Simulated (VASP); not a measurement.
Set up this calculation in VASP 6.6.1, as the native input.

```
Task                   : single point
Functional             : PBE
Potentials or basis    : VASP PAW PBE potentials, release 64 (Mg, Te, O)
Cutoff                 : 520 eV
k mesh                 : 4 × 4 × 4
Occupations            : gaussian, width 0.1 eV
Spin                   : no spin polarisation
Dipole correction      : no
Further INCAR settings : ALGO = Normal; EDIFF = 1e-06; NBANDS = 23
```

The structure of Mg2Te3O lies in POSCAR:

```
Mg2Te3O
1.0
   -2.9898672900      2.9898672900      4.3516660700
    2.9898672900     -2.9898672900      4.3516660700
    2.9898672900      2.9898672900     -4.3516660700
Mg Te O
2 3 1
Direct
    0.7500000000      0.2500000000      0.5000000000
    0.2500000000      0.7500000000      0.5000000000
    0.5000000000      0.5000000000      0.0000000000
    0.5000000000      0.0000000000      0.5000000000
    0.0000000000      0.5000000000      0.5000000000
    0.0000000000      0.0000000000      0.0000000000
```

The input as run:

INCAR

```
SYSTEM = Mg2Te3O
  PREC = Accurate
  ENCUT = 520
  EDIFF = 1E-6
  ISMEAR = 0
  SIGMA = 0.1
  LREAL = .FALSE.
  LASPH = .TRUE.
  NELM = 60
  ALGO = Normal
  ISIF = 2
  LWAVE = .FALSE.
  LCHARG = .TRUE.
  GGA = PE
  LELF = .TRUE.
  LVHAR = .TRUE.
  NBANDS = 23
```

KPOINTS

```
Automatic mesh
0
G
  4 4 4
  0 0 0
```

Potentials or basis: VASP PAW PBE potentials, release 64 (Mg, Te, O).

Run with:

```bash
$ cat potpaw_PBE.64/Mg/POTCAR potpaw_PBE.64/Te/POTCAR potpaw_PBE.64/O/POTCAR > POTCAR
$ mpirun -np 1 vasp_std > vasp.out
```

It gave:

```yaml
Pressure: 21.9 GPa
Band_gap_on_the_k_mesh: zero (band 14 reaches 5.53 eV, above the bottom of band 15 at 3.88 eV)
```

Caveat: the k points lie up to 0.37 Å⁻¹ apart; spin-orbit coupling is left out, which moves the levels of the heavy elements.

It took 46 s on 1 thread of AMD EPYC 9R45 96-Core Processor (Zen 5) (shared host), peak memory 0.3 GiB.
